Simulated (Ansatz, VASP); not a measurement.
**Two plane-wave programs on PbO**

Contents of POSCAR:

```
PbO
1.0
    3.1793716483      0.0000000000      0.0000000000
    0.0000000000      3.1793716483      0.0000000000
    0.0000000000      0.0000000000      3.1793716483
Pb O
1 1
Direct
    0.0000000000      0.0000000000      0.0000000000
    0.5000000000      0.5000000000      0.5000000000
```

Contents of INCAR.step1:

```
SYSTEM = PbO
PREC = Accurate
ENCUT = 520
ISMEAR = -1
SIGMA = 0.02
LREAL = .False.
LASPH = .True.
NELM = 60
NBANDS = 17
GGA = PE
ALGO = Normal
EDIFF = 1E-4
LWAVE = .True.
LCHARG = .False.
```

Contents of INCAR.step2:

```
SYSTEM = PbO
PREC = Accurate
ENCUT = 520
EDIFF = 1E-6
ISMEAR = -1
SIGMA = 0.02
LREAL = .False.
LASPH = .True.
NELM = 60
ALGO = Normal
ISIF = 2
LWAVE = .False.
LCHARG = .False.
METAGGA = R2SCAN
LMIXTAU = .True.
NBANDS = 17
ISTART = 1
```

Contents of KPOINTS:

```
regular mesh
0
Gamma
  8 8 8
  0 0 0
```

Input for Ansatz:

```yaml
crystal:
  lattice:
    - [3.1793716483, 0.0, 0.0]
    - [0.0, 3.1793716483, 0.0]
    - [0.0, 0.0, 3.1793716483]
  atoms:
    - { symbol: Pb, position: [0.0, 0.0, 0.0] }
    - { symbol: O, position: [0.5, 0.5, 0.5] }
kpoints:
  mp_grid: { grid: [8, 8, 8] }
  band_path:
    path:
      - [0.0, 0.0, 0.0]
      - [0.0, 0.5, 0.0]
      - [0.5, 0.5, 0.0]
      - [0.5, 0.5, 0.5]
      - [0.05, 0.5, 0.05]
    npoints: 1
hamiltonian:
  xc: r2scan
scf:
  occupations: { method: fermi_dirac, width: 0.02 }
  n_extra_bands: 4
output:
  forces: true
  stress: true
  eigenvalues: true
```

Alike in both runs: task single point; functional r2SCAN; k mesh 8 × 8 × 8; occupations fermi-dirac, width 0.02 eV; no spin polarisation.

|  | VASP | Ansatz |
| --- | --- | --- |
| version | VASP 6.6.1 | Ansatz 0.2.0 |
| potentials or method | VASP PAW PBE potentials, release 64 (Pb_d, O) | plane waves, PAW |
| plane-wave cutoff (eV) | 520 | 500 |
| valence electrons in the cell | 20 | 20 |

|  | VASP | Ansatz | Ansatz less VASP |
| --- | --- | --- | --- |
| pressure (GPa) | 0.2 | 0.0 | -0.17 |

VASP's potentials were made for PBE, not for r2SCAN. With one functional, cell and mesh, what is left measures potentials, basis and numerics.

Neither program's run includes spin-orbit coupling.
